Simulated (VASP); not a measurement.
## Si16O (a cell with a defect): single point with LDA

The system is Si16O (a cell with a defect).

```
Si O
1.0
     0.00000    5.40194   -5.40194
     5.40194    5.40194    0.00000
     5.40194    0.00000   -5.40194
Si O
16 1
Direct
  0.16383 0.12928 0.13369
  0.12026 0.62689 0.12734
  0.63296 0.08147 0.11317
  0.62011 0.59910 0.10829
  0.12521 0.12245 0.64034
  0.12703 0.62605 0.62229
  0.62479 0.12558 0.62778
  0.62313 0.62379 0.61419
  0.24811 0.75489 0.24751
  0.27592 0.25491 0.26670
  0.74584 0.71110 0.24131
  0.79344 0.24216 0.26232
  0.24898 0.74811 0.75257
  0.25115 0.25193 0.76084
  0.75266 0.74984 0.73461
  0.74945 0.25016 0.74766
  0.80965 0.06560 0.18754
```

```yaml
Program: VASP 6.6.1
Task: single point
Functional: LDA
Potentials_or_basis: VASP PAW LDA potentials, release 64 (Si, O)
Cutoff: 520 eV
k_mesh: 3 × 3 × 3
Occupations: gaussian, width 0.02 eV
Spin: no spin polarisation
```

```
Pressure               : 2.1 GPa
Largest force          : 0.133 eV/Å
Band gap on the k mesh : 0.39 eV
```

Forces on the atoms (eV/Å):
```
Si   0.000  0.007 -0.006
Si   0.002 -0.001  0.003
Si  -0.051 -0.071  0.100
Si   0.001  0.000  0.005
Si   0.001 -0.003  0.000
Si   0.003 -0.001  0.002
Si   0.003 -0.003  0.000
Si   0.001  0.002  0.000
Si   0.000  0.000 -0.003
Si   0.006  0.002 -0.003
Si  -0.004 -0.006 -0.003
Si   0.094  0.078 -0.044
Si  -0.002  0.000 -0.001
Si   0.002  0.001 -0.001
Si  -0.002 -0.001 -0.001
Si  -0.002  0.001  0.006
O   -0.053 -0.004 -0.054
```

Stress tensor (GPa, compression positive):
```
 2.04  1.31 -1.56
 1.31  2.34 -1.31
-1.56 -1.31  2.04
```

Levels at points of the mesh, in eV from the valence-band top:
| k point | band 31 | band 32 | band 33 | band 34 | band 35 | band 36 | band 37 | band 38 | band 39 | band 40 |
| --- | --- | --- | --- | --- | --- | --- | --- | --- | --- | --- |
| (0.00, 0.00, 0.00) | -0.97 | -0.94 | -0.33 | -0.07 | 0.00 | 0.39 | 0.68 | 0.71 | 0.89 | 1.10 |

Run time: 4.8 min on 1 thread of Intel(R) Xeon(R) 6975P-C (Granite Rapids), on a shared host, peak memory 0.43 GiB.

Caveat: semilocal functionals underestimate gaps, and a narrow one can read as zero.
